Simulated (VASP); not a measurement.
Here is a VASP 6.6.1 calculation.

Contents of INCAR:

```
SYSTEM = TePb
PREC = Accurate ; ENCUT = 520
EDIFF = 1E-7 ; ISMEAR = 0
SIGMA = 0.02 ; LREAL = Auto
LASPH = .True. ; NELM = 60
ALGO = Normal ; ISIF = 2
LWAVE = .False. ; LCHARG = .False.
GGA = PE ; NBANDS = 94
```

File KPOINTS:

```
Automatic mesh
0
Gamma
  6 6 2
  0 0 0
```

File POSCAR:

```
TePb
1.0
    4.5704051564      0.0000000000      0.0000000000
   -2.2852025782      3.9580869710      0.0000000000
    0.0000000000      0.0000000000     31.5609783472
Pb Te
8 8
Direct
    0.0000000000      0.0000000000     -0.0014837395
    0.3333333333      0.6666666667      0.1234655496
    0.0000000000      0.0000000000      0.2515344504
    0.3333333333      0.6666666667      0.3764837395
    0.6666666667      0.3333333333      0.5014910995
    0.3333333333      0.6666666667      0.6265505577
    0.0000000000      0.0000000000      0.7484494423
    0.6666666667      0.3333333333      0.8735089005
    0.6666666667      0.3333333333      0.0597357759
    0.6666666667      0.3333333333      0.1875000000
    0.6666666667      0.3333333333      0.3152642241
    0.0000000000      0.0000000000      0.4377377365
    0.0000000000      0.0000000000      0.5653019656
    0.6666666667      0.3333333333      0.6875000000
    0.3333333333      0.6666666667      0.8096980344
    0.3333333333      0.6666666667      0.9372622635
```

Potentials or basis: VASP PAW PBE potentials, release 64 (Pb_d, Te).

Run with:

```sh
$ cat potpaw_PBE.64/Pb_d/POTCAR potpaw_PBE.64/Te/POTCAR > POTCAR
$ mpirun -np 1 vasp_std > vasp.out
```

Q: What does it give for the largest force?

A: 0.004 eV/Å.

Q: What does it give for the pressure?

A: 0.0 GPa.

Q: Estimate the band gap on the k mesh.

A: 0.48 eV (least direct gap 0.68 eV).

Forces in eV/Å, atoms in the order of the input:
```
Pb   0.000  0.000 -0.002
Pb   0.000  0.000  0.001
Pb   0.000  0.000 -0.001
Pb   0.000  0.000  0.002
Pb   0.000  0.000  0.001
Pb   0.000  0.000 -0.002
Pb   0.000  0.000  0.002
Pb   0.000  0.000 -0.001
Te   0.000  0.000  0.001
Te   0.000  0.000  0.000
Te   0.000  0.000 -0.001
Te   0.000  0.000 -0.001
Te   0.000  0.000 -0.004
Te   0.000  0.000  0.000
Te   0.000  0.000  0.004
Te   0.000  0.000  0.001
```

Caveat: spin-orbit coupling is left out, which moves the levels of the heavy elements. A k mesh can miss the band edges.
